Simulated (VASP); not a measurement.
Sr: single point with PBE

Crystal: Sr.

```xyz
4
Lattice="3.7532 0.0000 0.0000 -1.8766 3.2504 0.0000 0.0000 0.0000 12.2902" Properties=species:S:1:pos:R:3 pbc="T T T"
Sr    0.0000    0.0000    0.0000
Sr    0.0000    0.0000    6.1451
Sr    0.0000    2.1669    3.0725
Sr    1.8766    1.0835    9.2176
```

This isn't the form of Sr at room conditions, which is fcc.

- Program: VASP 6.6.1
- Task: single point
- Functional: PBE
- Potentials or basis: VASP PAW PBE potentials, release 64 (Sr_sv)
- Cutoff: 520 eV
- k mesh: 9 × 9 × 3
- Occupations: fermi-dirac, width 0.08 eV
- Spin: no spin polarisation

```json
{"Pressure": "8.1 GPa", "Band gap on the k mesh": "zero (bands 20 and 21 overlap by 0.10 eV)"}
```

Stress tensor (GPa, compression positive):
```
8.07 0.00 0.00
0.00 8.07 0.00
0.00 0.00 8.30
```

Levels at points of the mesh, in eV from the Fermi level:
| k point | band 18 | band 19 | band 20 | band 21 | band 22 | band 23 |
| --- | --- | --- | --- | --- | --- | --- |
| (0.00, 0.00, 0.00) | -2.80 | -2.80 | -1.35 | 0.91 | 1.43 | 1.47 |

Run time: 2.5 min on 1 thread of Intel Xeon 8259CL (shared host), peak memory 0.26 GiB.

Caveat: the cell stands under pressure.
